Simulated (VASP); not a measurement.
# BiH4 (F-43m) in VASP: further runs

Runs on BiH4. Level: PBE. Tasks: single point, relaxation of cell and atoms.

Program: VASP 6.6.1. These are calculated values, not measurements. Logs are shortened: lines on timing, memory, paths and dates and some standing lists are left out, and cuts for length are marked.

### 1 The cell of the first run

Symmetry: F-43m, No. 216, cubic system. The conventional cell has a = 5.640 Å, b = 5.640 Å, c = 5.640 Å, α = 90.00°, β = 90.00°, γ = 90.00°. Bi (site symmetry -43m) has 12 H at 2.38 Å within 3.1 Å. Within 2.2 Å of H (site symmetry 3m) lie 3 H at 1.67 Å.

### 2 Single point, PBE

INCAR

```
SYSTEM = BiH4
ALGO = Normal ; EDIFF = 1E-6
ENCUT = 520 ; GGA = PE
ISIF = 2 ; ISMEAR = 0
LASPH = .True. ; LCHARG = .True.
LELF = .True. ; LREAL = .False.
LVHAR = .True. ; LWAVE = .False.
NBANDS = 18 ; NELM = 100
PREC = Accurate ; SIGMA = 0.1
```

KPOINTS

```
k-points
0
Gamma
  12 12 12
  0 0 0
```

POSCAR

```
BiH4
1.0
    0.0000000000      2.8200096289      2.8200096289
    2.8200096289      0.0000000000      2.8200096289
    2.8200096289      2.8200096289      0.0000000000
Bi H
1 4
Direct
    0.7500000000      0.7500000000      0.7500000000
    0.3548872443      0.9353382672      0.3548872443
    0.3548872443      0.3548872443      0.3548872443
    0.9353382672      0.3548872443      0.3548872443
    0.3548872443      0.3548872443      0.9353382672
```

Potentials or basis: VASP PAW PBE potentials, release 64 (Bi_d, H).

On the command line:

```
cat potpaw_PBE.64/Bi_d/POTCAR potpaw_PBE.64/H/POTCAR > POTCAR
mpirun -np 1 vasp_std > vasp.out
```

OUTCAR:

```text
SYSTEM = BiH4
   EDIFF = 1E-6
   ENCUT = 520
   GGA = PE
   ISIF = 2
   ISMEAR = 0
   LASPH = .True.
   LREAL = .False.
   NELM = 100
   PREC = Accurate

 ion  position               nearest neighbor table
   1  0.750  0.750  0.750-   2 2.38   4 2.38   5 2.38   3 2.38   3 2.38   3 2.38   2 2.38   5 2.38
                             4 2.38   2 2.38   4 2.38   5 2.38
   2  0.355  0.935  0.355-   1 2.38   1 2.38   1 2.38
   3  0.355  0.355  0.355-   1 2.38   1 2.38   1 2.38
   4  0.935  0.355  0.355-   1 2.38   1 2.38   1 2.38
   5  0.355  0.355  0.935-   1 2.38   1 2.38   1 2.38

  LATTYP: Found a face centered cubic cell.
 ALAT       =     5.6400192578

  Lattice vectors:

 A1 = (   0.0000000000,   2.8200096289,   2.8200096289)
 A2 = (   2.8200096289,   0.0000000000,   2.8200096289)
 A3 = (   2.8200096289,   2.8200096289,   0.0000000000)

Analysis of symmetry for initial positions (statically):
=====================================================================
 Subroutine PRICEL returns:
 Original cell was already a primitive cell.

 Routine SETGRP: Setting up the symmetry group for a
 face centered cubic supercell.

 Subroutine GETGRP returns: Found 24 space group operations
 (whereof 24 operations were pure point group operations)
 out of a pool of 48 trial point group operations.

The static configuration has the point symmetry T_d .

Analysis of symmetry for dynamics (positions and initial velocities):
=====================================================================
 Subroutine PRICEL returns:
 Original cell was already a primitive cell.

 Routine SETGRP: Setting up the symmetry group for a
 face centered cubic supercell.

 Subroutine GETGRP returns: Found 24 space group operations
 (whereof 24 operations were pure point group operations)
 out of a pool of 48 trial point group operations.

The dynamic configuration has the point symmetry T_d .

 Subroutine INISYM returns: Found 24 space group operations
 (whereof 24 operations are pure point group operations),
 and found     1 'primitive' translations

----------------------------------------------------------------------------------------

                                     Primitive cell

  volume of cell :      44.8520

  direct lattice vectors                    reciprocal lattice vectors
     0.000000000  2.820009629  2.820009629    -0.177304359  0.177304359  0.177304359
     2.820009629  0.000000000  2.820009629     0.177304359 -0.177304359  0.177304359
     2.820009629  2.820009629  0.000000000     0.177304359  0.177304359 -0.177304359

[... 88 lines left out ...]
   NELM   =    100;   NELMIN=  2; NELMDL= -5     # of ELM steps
   EDIFF  = 0.1E-05   stopping-criterion for ELM
   LREAL  =      F    real-space projection
   EDIFFG = 0.1E-04   stopping-criterion for IOM
   NSW    =      0    number of steps for IOM
   IBRION =     -1    ionic relax: 0-MD 1-quasi-New 2-CG
   NFREE  =      0    steps in history (QN), initial steepest desc. (CG)
   ISIF   =      2    stress and relaxation
   ISYM   =      2    0-nonsym 1-usesym 2-fastsym
   POTIM  = 0.5000    time-step for ionic-motion
   TEBEG  =    0.0;   TEEND  =   0.0 temperature during run
   PSTRESS=    0.0 pullay stress
   NELECT =      19.0000    total number of electrons
   NUPDOWN=      -1.0000    fix difference up-down
   EMIN   =  10.00;   EMAX   =-10.00  energy-range for DOS
   EFERMI =   0.00;   METHOD = LEGACY
   ISMEAR =     0;   SIGMA  =   0.10  broadening in eV -4-tet -1-fermi 0-gaus
   EFERMI_NEDOS =   21; number of points for ismear=-14 and -15
   IALGO  =     38    algorithm
   IMIX   =      4    mixing-type and parameters
     AMIX     =   0.40;   BMIX     =  1.00
     AMIX_MAG =   1.60;   BMIX_MAG =  1.00
  volume/ion in A,a.u.               =       8.97        60.54
  Fermi-wavevector in a.u.,A,eV,Ry     =   1.229510  2.323437 20.567861  1.511695
  Thomas-Fermi vector in A             =   2.364395
   LORBIT       =      0    0 simple, 1 ext, 2 COOP (PROOUT), +10 PAW based schemes
   GGA     = PE    functional components
   LHFCALC =     F    Hartree Fock is set to
   AEXX    =    0.0000 exact exchange contribution
   IVDW    =     0    specifies the selected vdW correction
   LEPSILON=     F    determine dielectric tensor
   LRPA    =     F    only Hartree local field effects (RPA)
 non-spin polarized calculation
 Gauss-broadening in eV      SIGMA  =   0.10
  energy-cutoff  :      520.00
  volume of cell :       44.85
 maximum number of plane-waves:      1243
 NGX is ok and might be reduce to    30
   NGX = 15   NGY = 15   NGZ = 15

 number of electron      19.0000001 magnetization

 Free energy of the ion-electron system (eV)
  ---------------------------------------------------
  ext. energy  EPLUGINS =         0.00000000
  ---------------------------------------------------
  free energy    TOTEN  =       -12.75015856 eV

  energy without entropy =      -12.74430623  energy(sigma->0) =      -12.74723239

 E-fermi :   5.7010     XC(G=0): -10.2770

 val. band max:        5.6767053810   @ k =  -0.2500   0.1667   0.0000
 cond. band min:       5.7064048125   @ k =  -0.2500   0.2500   0.0000
 fundamental gap:      0.0296994315
 Fermi energy:         5.7009541505

 k-point     1 :       0.0000    0.0000    0.0000
  band No.  band energies     occupation
      1     -17.2244      2.00000
      2     -17.2244      2.00000
      3     -17.2244      2.00000
      4     -17.1999      2.00000
      5     -17.1999      2.00000
      6      -7.9996      2.00000
[... 481 lines left out ...]
      5     -17.1803      2.00000
      6      -5.3753      2.00000
[... 10 lines left out ...]
     17      19.3925      0.00000
     18      21.1503      0.00000

 [... further k-points ...]
[... 5 lines left out ...]
  --------------------------------------------------------------------------------------
  -------------------------------------------------------------------------------------
  Total       -0.0604523     -0.0604523     -0.0604523      0.0000000     -0.0000000      0.0000000
  in kB       -2.1594433     -2.1594433     -2.1594433      0.0000000     -0.0000000      0.0000000
  external PRESSURE =      -2.1594433 kB  Pullay stress =       0.0000000 kB

 VOLUME and BASIS-vectors are now :
 -----------------------------------------------------------------------------
  energy-cutoff  :      520.00
  volume of cell :       44.85
      direct lattice vectors                 reciprocal lattice vectors
     0.000000000  2.820009629  2.820009629    -0.177304359  0.177304359  0.177304359
     2.820009629  0.000000000  2.820009629     0.177304359 -0.177304359  0.177304359
     2.820009629  2.820009629  0.000000000     0.177304359  0.177304359 -0.177304359

 POSITION                                       TOTAL-FORCE (eV/Angst)
 -----------------------------------------------------------------------------------
      4.23001      4.23001      4.23001         0.000000      0.000000      0.000000
      3.63845      2.00157      3.63845         0.007656     -0.007656      0.007656
      2.00157      2.00157      2.00157        -0.007656     -0.007656     -0.007656
      2.00157      3.63845      3.63845        -0.007656      0.007656      0.007656
      3.63845      3.63845      2.00157         0.007656      0.007656     -0.007656
 -----------------------------------------------------------------------------------
    total drift:                                0.000000      0.000000      0.000000

  FREE ENERGIE OF THE ION-ELECTRON SYSTEM (eV)
  ---------------------------------------------------
  free  energy   TOTEN  =       -12.7501585619 eV

  energy  without entropy=      -12.7443062275  energy(sigma->0) =      -12.74723239
```

Run time: 42 s. Hardware: 1 thread of AMD EPYC 7R43 (Zen 3), shared host; peak memory 0.16 GiB.

Results:

```
Free energy   : -12.7502 eV
Pressure      : -0.2 GPa
Largest force : 0.013 eV/Å
```

Forces in eV/Å, atoms in the order of the input:
```
Bi   0.000  0.000  0.000
H    0.008 -0.008  0.008
H   -0.008 -0.008 -0.008
H   -0.008  0.008  0.008
H    0.008  0.008 -0.008
```

Levels at points of the mesh, in eV from the Fermi level:
| k point | band 7 | band 8 | band 9 | band 10 | band 11 | band 12 | band 13 | band 14 |
| --- | --- | --- | --- | --- | --- | --- | --- | --- |
| (0.00, 0.00, 0.00) | -2.60 | -0.32 | -0.32 | -0.32 | 3.33 | 3.33 | 3.33 | 7.24 |
| (0.50, 0.00, 0.00) | -8.78 | -0.48 | -0.32 | -0.32 | 1.63 | 1.63 | 2.69 | 10.74 |
| (0.50, 0.50, 0.00) | -6.40 | -5.61 | -3.06 | -3.06 | 2.06 | 6.51 | 6.51 | 11.95 |

Caveat: spin-orbit coupling is left out, which moves the levels of the heavy elements.

### 3 Relaxation of cell and atoms, PBE

INCAR

```
SYSTEM = BiH4
ALGO     = Normal         ! electronic algorithm
EDIFF    = 1E-6           ! SCF threshold, eV
EDIFFG   = -0.01          ! ionic threshold
ENCUT    = 600            ! plane-wave cutoff, eV
GGA      = PE             ! functional
IBRION   = 2              ! ionic algorithm
ISIF     = 3              ! what is computed and relaxed
ISMEAR   = 0              ! smearing method
LASPH    = .True.         ! aspherical terms in the spheres
LCHARG   = .False.        ! write CHGCAR
LREAL    = .False.        ! projectors in reciprocal space
LWAVE    = .False.        ! write WAVECAR
NELM     = 100            ! most SCF steps
NSW      = 100            ! ionic steps
PREC     = Accurate       ! precision mode
SIGMA    = 0.1            ! smearing width, eV
```

KPOINTS is that of step 2.

POSCAR is that of step 2.

Potentials or basis: VASP PAW PBE potentials, release 64 (Bi_d, H).

On the command line:

```
cat potpaw_PBE.64/Bi_d/POTCAR potpaw_PBE.64/H/POTCAR > POTCAR
mpirun -np 1 vasp_std > vasp.out
```

It took 3.2 min on 1 thread of AMD EPYC 7R43 (Zen 3), shared host; peak memory 0.19 GiB.

It converged, with:

* Free energy: -12.7510 eV
* Relaxed volume: 8.95 Å³/atom
* Relaxed cell: a = 3.985 Å, b = 3.985 Å, c = 3.985 Å, α = 60.00°, β = 60.00°, γ = 60.00°
* Space group after relaxing (to 0.05 Å): F-43m (No. 216)
* Energy gained by relaxing: 0.0 meV/atom
* Ionic steps: 8
* Pressure after relaxing: 0.1 GPa
* Largest force after relaxing: 0.009 eV/Å

Forces in eV/Å, atoms in the order of the input:
```
Bi   0.000  0.000  0.000
H    0.005 -0.005  0.005
H   -0.005 -0.005 -0.005
H   -0.005  0.005  0.005
H    0.005  0.005 -0.005
```

Final structure:
```
CELL_PARAMETERS angstrom
0.00000 2.81789 2.81789
2.81789 0.00000 2.81789
2.81789 2.81789 0.00000
ATOMIC_POSITIONS crystal
Bi 0.75000 0.75000 0.75000
H 0.35466 0.93602 0.35466
H 0.35466 0.35466 0.35466
H 0.93602 0.35466 0.35466
H 0.35466 0.35466 0.93602
```

Levels at points of the mesh, in eV from the Fermi level:
```csv
k point,band 8,band 9,band 10,band 11,band 12,band 13
"(0.00, 0.00, 0.00)",-0.32,-0.32,-0.32,3.35,3.35,3.35
"(0.50, 0.00, 0.00)",-0.47,-0.32,-0.32,1.63,1.63,2.68
"(0.50, 0.50, 0.00)",-5.64,-3.06,-3.06,2.07,6.53,6.53
```

Caveat: spin-orbit coupling is left out, which moves the levels of the heavy elements.

### 4 Single point, PBE

INCAR

```
SYSTEM = BiH4
PREC = Accurate
ENCUT = 520
EDIFF = 1E-6
ISMEAR = 0
SIGMA = 0.1
LREAL = .FALSE.
LASPH = .TRUE.
NELM = 60
ALGO = Normal
ISIF = 2
LWAVE = .FALSE.
LCHARG = .TRUE.
GGA = PE
LELF = .TRUE.
LVHAR = .TRUE.
NBANDS = 18
```

KPOINTS

```
Automatic mesh
0
G
  6 6 6
  0 0 0
```

POSCAR

```
BiH4
1.0
    0.0000000000      2.8200096289      2.8200096289
    2.8200096289      0.0000000000      2.8200096289
    2.8200096289      2.8200096289      0.0000000000
Bi H
1 4
Direct
    0.2500000000      0.2500000000      0.2500000000
    0.6451127557      0.6451127557      0.6451127557
    0.6451127557      0.6451127557      0.0646617328
    0.6451127557      0.0646617328      0.6451127557
    0.0646617328      0.6451127557      0.6451127557
```

On the command line:

```
cat potpaw_PBE.64/Bi_d/POTCAR potpaw_PBE.64/H/POTCAR > POTCAR
mpirun -np 1 vasp_std > vasp.out
```

Wall time 22 s (1 thread of Intel Xeon Platinum 8259CL at 2.50GHz (Skylake/Cascade Lake), shared host); peak memory 0.16 GiB.

Results (log left out):

```
Free energy   : -12.6944 eV
Pressure      : -0.2 GPa
Largest force : 0.005 eV/Å
```

Forces on the atoms (eV/Å):
```
Bi   0.000  0.000  0.000
H   -0.003 -0.003 -0.003
H    0.003  0.003 -0.003
H    0.003 -0.003  0.003
H   -0.003  0.003  0.003
```

Levels at points of the mesh, in eV from the Fermi level:
| k point | band 8 | band 9 | band 10 | band 11 | band 12 | band 13 |
| --- | --- | --- | --- | --- | --- | --- |
| (0.00, 0.00, 0.00) | -0.08 | -0.08 | -0.08 | 3.57 | 3.57 | 3.57 |
| (0.50, 0.00, 0.00) | -0.24 | -0.08 | -0.08 | 1.87 | 1.87 | 2.93 |
| (0.50, 0.50, 0.00) | -5.36 | -2.81 | -2.81 | 2.31 | 6.75 | 6.75 |

Caveat: spin-orbit coupling is left out, which moves the levels of the heavy elements.

(Continued in part 2 of 2.)
